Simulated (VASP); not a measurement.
# KNbO3 (Pm-3m) in VASP: notebook

The runs below take KNbO3 through single point, with PBEsol+U.

Everything below comes from runs of VASP 6.6.1. Logs are shortened: lines on timing, memory, paths and dates and some standing lists are left out, and cuts for length are marked.

**1. The cell of the first run**

Symmetry: Pm-3m, No. 221, cubic system. Conventional cell: a = 4.029 Å, b = 4.029 Å, c = 4.029 Å, α = 90.00°, β = 90.00°, γ = 90.00°. Within 3.8 Å of K (site symmetry m-3m) lie 12 O at 2.85 Å and 8 Nb at 3.49 Å. Nb (site symmetry m-3m) has 6 O at 2.01 Å within 2.7 Å. Within 2.7 Å of O (site symmetry 4/mmm) lie 2 Nb at 2.01 Å.

**2. Single point, PBEsol+U**

File INCAR:

```
ALGO = Normal ; EDIFF = 1E-6
ENCUT = 600 ; GGA = PS
GGA_COMPAT = False ; ISIF = 2
ISMEAR = 0 ; LASPH = True
LCHARG = True ; LDAU = True
LDAUJ = 0 0 0 ; LDAUL = -1 2 -1
LDAUPRINT = 1 ; LDAUTYPE = 2
LDAUU = 0 1 0 ; LELF = True
LMAXMIX = 4 ; LREAL = False
LVHAR = True ; LWAVE = False
NBANDS = 28 ; NELM = 200
PREC = Accurate ; SIGMA = 0.01
```

File KPOINTS:

```
k-points
0
Gamma
  6 6 6
```

File POSCAR:

```
KNbO3
1.0
    4.0291830000      0.0000000000      0.0000000000
    0.0000000000      4.0291830000      0.0000000000
    0.0000000000      0.0000000000      4.0291830000
K Nb O
1 1 3
Direct
    0.0000000000      0.0000000000      0.0000000000
    0.5000000000      0.5000000000      0.5000000000
    0.0000000000      0.5000000000      0.5000000000
    0.5000000000      0.0000000000      0.5000000000
    0.5000000000      0.5000000000      0.0000000000
```

Potentials or basis: VASP PAW PBE potentials, release 64 (K_sv, Nb_sv, O).

On the command line:

```sh
$ cat potpaw_PBE.64/K_sv/POTCAR potpaw_PBE.64/Nb_sv/POTCAR potpaw_PBE.64/O/POTCAR > POTCAR
$ mpirun -np 1 vasp_std > vasp.out
```

OUTCAR:

```text
EDIFF = 1E-6
   ENCUT = 600
   GGA = PS
   ISIF = 2
   ISMEAR = 0
   LASPH = True
   LREAL = False
   NELM = 200
   PREC = Accurate

 ion  position               nearest neighbor table
   1  0.000  0.000  0.000-   3 2.85   4 2.85   5 2.85   3 2.85   4 2.85   3 2.85   5 2.85   3 2.85
                             4 2.85   5 2.85   4 2.85   5 2.85
   2  0.500  0.500  0.500-   3 2.01   4 2.01   5 2.01   5 2.01   4 2.01   3 2.01
   3  0.000  0.500  0.500-   2 2.01   2 2.01   1 2.85   1 2.85   1 2.85   1 2.85
   4  0.500  0.000  0.500-   2 2.01   2 2.01   1 2.85   1 2.85   1 2.85   1 2.85
   5  0.500  0.500  0.000-   2 2.01   2 2.01   1 2.85   1 2.85   1 2.85   1 2.85

  LATTYP: Found a simple cubic cell.
 ALAT       =     4.0291830000

  Lattice vectors:

 A1 = (   4.0291830000,   0.0000000000,   0.0000000000)
 A2 = (   0.0000000000,   4.0291830000,   0.0000000000)
 A3 = (   0.0000000000,   0.0000000000,   4.0291830000)

Analysis of symmetry for initial positions (statically):
=====================================================================
 Subroutine PRICEL returns:
 Original cell was already a primitive cell.

 Routine SETGRP: Setting up the symmetry group for a
 simple cubic supercell.

 Subroutine GETGRP returns: Found 48 space group operations
 (whereof 48 operations were pure point group operations)
 out of a pool of 48 trial point group operations.

The static configuration has the point symmetry O_h .

Analysis of symmetry for dynamics (positions and initial velocities):
=====================================================================
 Subroutine PRICEL returns:
 Original cell was already a primitive cell.

 Routine SETGRP: Setting up the symmetry group for a
 simple cubic supercell.

 Subroutine GETGRP returns: Found 48 space group operations
 (whereof 48 operations were pure point group operations)
 out of a pool of 48 trial point group operations.

The dynamic configuration has the point symmetry O_h .

 Subroutine INISYM returns: Found 48 space group operations
 (whereof 48 operations are pure point group operations),
 and found     1 'primitive' translations

----------------------------------------------------------------------------------------

                                     Primitive cell

  volume of cell :      65.4110

  direct lattice vectors                    reciprocal lattice vectors
     4.029183000  0.000000000  0.000000000     0.248189273  0.000000000  0.000000000
     0.000000000  4.029183000  0.000000000     0.000000000  0.248189273  0.000000000
     0.000000000  0.000000000  4.029183000     0.000000000  0.000000000  0.248189273

  length of vectors
     4.029183000  4.029183000  4.029183000     0.248189273  0.248189273  0.248189273

  position of ions in fractional coordinates (direct lattice)
     0.000000000  0.000000000  0.000000000
     0.500000000  0.500000000  0.500000000
     0.000000000  0.500000000  0.500000000
     0.500000000  0.000000000  0.500000000
     0.500000000  0.500000000  0.000000000

  ion indices of the primitive-cell ions
   primitive index   ion index
                 1           1
                 2           2
                 3           3
                 4           4
                 5           5

----------------------------------------------------------------------------------------

 KPOINTS: k-points

Automatic generation of k-mesh.
 Grid dimensions read from file:
 generate k-points for:    6    6    6

 Generating k-lattice:

  Cartesian coordinates                     Fractional coordinates (reciprocal lattice)
[... 44 lines left out ...]
   NGXF,Y,Z  is equivalent  to a cutoff of  26.41, 26.41, 26.41 a.u.
 SYSTEM =  unknown system
   PREC   = accura    normal or accurate (medium, high low for compatibility)
   ISTART =      0    job   : 0-new  1-cont  2-samecut
   ICHARG =      2    charge: 1-file 2-atom 10-const
   ISPIN  =      1    spin polarized calculation?
   LNONCOLLINEAR =      F non collinear calculations
   LSORBIT =      F    spin-orbit coupling
   LASPH  =      T    aspherical Exc in radial PAW
   ENCUT  =  600.0 eV  44.10 Ry    6.64 a.u.   8.05  8.05  8.05*2*pi/ulx,y,z
   NELM   =    200;   NELMIN=  2; NELMDL= -5     # of ELM steps
   EDIFF  = 0.1E-05   stopping-criterion for ELM
   LREAL  =      F    real-space projection
   EDIFFG = 0.1E-04   stopping-criterion for IOM
   NSW    =      0    number of steps for IOM
   IBRION =     -1    ionic relax: 0-MD 1-quasi-New 2-CG
   NFREE  =      0    steps in history (QN), initial steepest desc. (CG)
   ISIF   =      2    stress and relaxation
   ISYM   =      2    0-nonsym 1-usesym 2-fastsym
   POTIM  = 0.5000    time-step for ionic-motion
   TEBEG  =    0.0;   TEEND  =   0.0 temperature during run
   PSTRESS=    0.0 pullay stress
   NELECT =      40.0000    total number of electrons
   NUPDOWN=      -1.0000    fix difference up-down
   EMIN   =  10.00;   EMAX   =-10.00  energy-range for DOS
   EFERMI =   0.00;   METHOD = LEGACY
   ISMEAR =     0;   SIGMA  =   0.01  broadening in eV -4-tet -1-fermi 0-gaus
   EFERMI_NEDOS =   21; number of points for ismear=-14 and -15
   IALGO  =     38    algorithm
   IMIX   =      4    mixing-type and parameters
     AMIX     =   0.40;   BMIX     =  1.00
     AMIX_MAG =   1.60;   BMIX_MAG =  1.00
  volume/ion in A,a.u.               =      13.08        88.28
  Fermi-wavevector in a.u.,A,eV,Ry     =   1.389562  2.625891 26.271241  1.930882
  Thomas-Fermi vector in A             =   2.513581
   LORBIT       =      0    0 simple, 1 ext, 2 COOP (PROOUT), +10 PAW based schemes
 LDA+U is selected, type is set to LDAUTYPE =  2
   angular momentum for each species LDAUL =    -1    2   -1
   U (eV)           for each species LDAUU =   0.0  1.0  0.0
   J (eV)           for each species LDAUJ =   0.0  0.0  0.0
   GGA     = PS    functional components
   LHFCALC =     F    Hartree Fock is set to
   AEXX    =    0.0000 exact exchange contribution
   IVDW    =     0    specifies the selected vdW correction
   LEPSILON=     F    determine dielectric tensor
   LRPA    =     F    only Hartree local field effects (RPA)
 non-spin polarized calculation
 Gauss-broadening in eV      SIGMA  =   0.01
  energy-cutoff  :      600.00
  volume of cell :       65.41
 maximum number of plane-waves:      2272
   NGX = 17   NGY = 17   NGZ = 17

atom =   2  type =  2  l = 2

 onsite density matrix

spin component  1

  0.1519 -0.0000 -0.0000 -0.0000 -0.0000
 -0.0000  0.1519 -0.0000 -0.0000  0.0000
 -0.0000 -0.0000  0.2527 -0.0000 -0.0000
 -0.0000 -0.0000 -0.0000  0.1519  0.0000
 -0.0000  0.0000 -0.0000  0.0000  0.2527

spin component  2

  0.1519 -0.0000 -0.0000 -0.0000 -0.0000
 -0.0000  0.1519 -0.0000 -0.0000  0.0000
 -0.0000 -0.0000  0.2527 -0.0000 -0.0000
 -0.0000 -0.0000 -0.0000  0.1519  0.0000
 -0.0000  0.0000 -0.0000  0.0000  0.2527

 occupancies and eigenvectors

  o =  0.1519  v =  0.0000 -0.2362  0.0000 -0.9717 -0.0000  0.0000  0.0000  0.0000  0.0000  0.0000      0.0000  0.0000  0.0000  0.0000  0.0000  0.0000  0.0000  0.0000  0.0000  0.0000
  o =  0.1519  v =  0.0000  0.0000  0.0000  0.0000  0.0000  0.0000 -0.2362  0.0000 -0.9717 -0.0000      0.0000  0.0000  0.0000  0.0000  0.0000  0.0000  0.0000  0.0000  0.0000  0.0000
  o =  0.1519  v =  0.0000  0.9717 -0.0000 -0.2362  0.0000  0.0000  0.0000  0.0000  0.0000  0.0000      0.0000  0.0000  0.0000  0.0000  0.0000  0.0000  0.0000  0.0000  0.0000  0.0000
  o =  0.1519  v =  0.0000  0.0000  0.0000  0.0000  0.0000  0.0000  0.9717 -0.0000 -0.2362  0.0000      0.0000  0.0000  0.0000  0.0000  0.0000  0.0000  0.0000  0.0000  0.0000  0.0000
  o =  0.1519  v =  1.0000  0.0000  0.0000  0.0000  0.0000  0.0000  0.0000  0.0000  0.0000  0.0000      0.0000  0.0000  0.0000  0.0000  0.0000  0.0000  0.0000  0.0000  0.0000  0.0000
  o =  0.1519  v =  0.0000  0.0000  0.0000  0.0000  0.0000  1.0000  0.0000  0.0000  0.0000  0.0000      0.0000  0.0000  0.0000  0.0000  0.0000  0.0000  0.0000  0.0000  0.0000  0.0000
  o =  0.2527  v =  0.0000  0.0000  0.0000  0.0000  0.0000  0.0000  0.0000 -0.0118 -0.0000 -0.9999      0.0000  0.0000  0.0000  0.0000  0.0000  0.0000  0.0000  0.0000  0.0000  0.0000
  o =  0.2527  v =  0.0000  0.0000 -0.0118 -0.0000 -0.9999  0.0000  0.0000  0.0000  0.0000  0.0000      0.0000  0.0000  0.0000  0.0000  0.0000  0.0000  0.0000  0.0000  0.0000  0.0000
  o =  0.2527  v =  0.0000  0.0000  0.0000  0.0000  0.0000  0.0000  0.0000  0.9999  0.0000 -0.0118      0.0000  0.0000  0.0000  0.0000  0.0000  0.0000  0.0000  0.0000  0.0000  0.0000
  o =  0.2527  v =  0.0000  0.0000  0.9999  0.0000 -0.0118  0.0000  0.0000  0.0000  0.0000  0.0000      0.0000  0.0000  0.0000  0.0000  0.0000  0.0000  0.0000  0.0000  0.0000  0.0000

 number of electron      40.0000011 magnetization

 Free energy of the ion-electron system (eV)
  ---------------------------------------------------
  ext. energy  EPLUGINS =         0.00000000
  ---------------------------------------------------
  free energy    TOTEN  =       -39.89324699 eV

  energy without entropy =      -39.89324699  energy(sigma->0) =      -39.89324699

 E-fermi :   3.1113     XC(G=0): -10.9553

 val. band max:        3.0505944662   @ k =   0.5000   0.5000   0.5000
 cond. band min:       4.6067483953   @ k =   0.0000   0.0000   0.0000
 fundamental gap:      1.5561539291
 Fermi energy:         3.1113216035

 k-point     1 :       0.0000    0.0000    0.0000
  band No.  band energies     occupation
      1     -52.0592      2.00000
      2     -28.1233      2.00000
      3     -28.1233      2.00000
      4     -28.1233      2.00000
      5     -24.1000      2.00000
      6     -14.0195      2.00000
[... 609 lines left out ...]
     27      13.4744      0.00000
     28      13.7400      0.00000

------------------------ aborting loop because EDIFF is reached ----------------------------------------

  FORCE on cell =-STRESS in cart. coord.  units (eV):
  Direction    XX          YY          ZZ          XY          YZ          ZX
  --------------------------------------------------------------------------------------
  -------------------------------------------------------------------------------------
  Total       -2.1208813     -2.1208813     -2.1208813      0.0000000      0.0000000     -0.0000000
  in kB      -51.9488526    -51.9488526    -51.9488526      0.0000000      0.0000000     -0.0000000
  external PRESSURE =     -51.9488526 kB  Pullay stress =       0.0000000 kB

 VOLUME and BASIS-vectors are now :
 -----------------------------------------------------------------------------
  energy-cutoff  :      600.00
  volume of cell :       65.41
      direct lattice vectors                 reciprocal lattice vectors
     4.029183000  0.000000000  0.000000000     0.248189273  0.000000000  0.000000000
     0.000000000  4.029183000  0.000000000     0.000000000  0.248189273  0.000000000
     0.000000000  0.000000000  4.029183000     0.000000000  0.000000000  0.248189273

 POSITION                                       TOTAL-FORCE (eV/Angst)
 -----------------------------------------------------------------------------------
      0.00000      0.00000      0.00000         0.000000      0.000000      0.000000
      2.01459      2.01459      2.01459         0.000000      0.000000      0.000000
      0.00000      2.01459      2.01459         0.000000      0.000000      0.000000
      2.01459      0.00000      2.01459         0.000000      0.000000      0.000000
      2.01459      2.01459      0.00000         0.000000      0.000000      0.000000
 -----------------------------------------------------------------------------------
    total drift:                                0.000000     -0.000000     -0.000000

  FREE ENERGIE OF THE ION-ELECTRON SYSTEM (eV)
  ---------------------------------------------------
  free  energy   TOTEN  =       -39.8932469887 eV

  energy  without entropy=      -39.8932469887  energy(sigma->0) =      -39.89324699
```

Run time: 43 s. Hardware: 1 thread of Intel Xeon 6975P-C, shared host; peak memory 0.2 GiB.

What came out:

* Free energy: -39.8932 eV
* Pressure: -5.2 GPa
* Band gap on the k mesh: 1.56 eV, indirect (least direct gap 2.24 eV)

Eigenvalues of the final occupation matrices:
| site | spin | trace | eigenvalues |
| --- | --- | --- | --- |
| site 2 d | 1 | 0.96 | 0.15 0.15 0.15 0.25 0.25 |
| site 2 d | 2 | 0.96 | 0.15 0.15 0.15 0.25 0.25 |

Caveat: the PAW data sets were made with another functional, which shifts forces and pressure a little. A k mesh can miss the band edges.

**3. Single point, PBEsol+U**

File INCAR:

```
PREC = Accurate ; ENCUT = 600
EDIFF = 1E-6 ; ISMEAR = 0
SIGMA = 0.01 ; LREAL = F
LASPH = T ; NELM = 200
ALGO = Normal ; ISIF = 2
LWAVE = F ; LCHARG = F
LMAXMIX = 4 ; LDAU = T
LDAUTYPE = 2 ; LDAUL = -1 2 -1
LDAUU = 0 3 0 ; LDAUJ = 0 0 0
LDAUPRINT = 1 ; GGA = PS
NBANDS = 28 ; GGA_COMPAT = F
```

File KPOINTS:

```
regular mesh
0
Gamma
  6 6 6
```

POSCAR is that of step 2.

Potentials or basis: VASP PAW PBE potentials, release 64 (K_sv, Nb_sv, O).

On the command line:

```sh
$ cat potpaw_PBE.64/K_sv/POTCAR potpaw_PBE.64/Nb_sv/POTCAR potpaw_PBE.64/O/POTCAR > POTCAR
$ mpirun -np 1 vasp_std > vasp.out
```

Wall time 42 s (1 thread of Intel Xeon 6975P-C, shared host); peak memory 0.2 GiB.

The run converged. Its results:

```yaml
Free_energy: -38.4182 eV
Pressure: -3.9 GPa
Band_gap_on_the_k_mesh: 1.78 eV, indirect (least direct gap 2.49 eV)
```

Levels at points of the mesh, in eV from the valence-band top:
```csv
k point,band 17,band 18,band 19,band 20,band 21,band 22,band 23,band 24
"(0.00, 0.00, 0.00)",-1.06,-0.71,-0.71,-0.71,1.78,1.78,1.78,5.34
"(0.50, 0.00, 0.00)",-2.13,-1.51,-0.91,-0.91,1.91,4.33,4.33,5.35
"(0.50, 0.50, 0.00)",-1.67,-1.44,-1.44,-0.04,4.36,4.36,5.42,6.53
"(0.50, 0.50, 0.50)",-3.79,0.00,0.00,0.00,5.52,5.52,5.52,8.67
```

Eigenvalues of the final occupation matrices:
| site | spin | trace | eigenvalues |
| --- | --- | --- | --- |
| site 2 d | 1 | 0.88 | 0.14 0.14 0.14 0.24 0.24 |
| site 2 d | 2 | 0.88 | 0.14 0.14 0.14 0.24 0.24 |

Caveat: the PAW data sets were made with another functional, which shifts forces and pressure a little. A k mesh can miss the band edges.

(Part 1 of 2 ends here.)
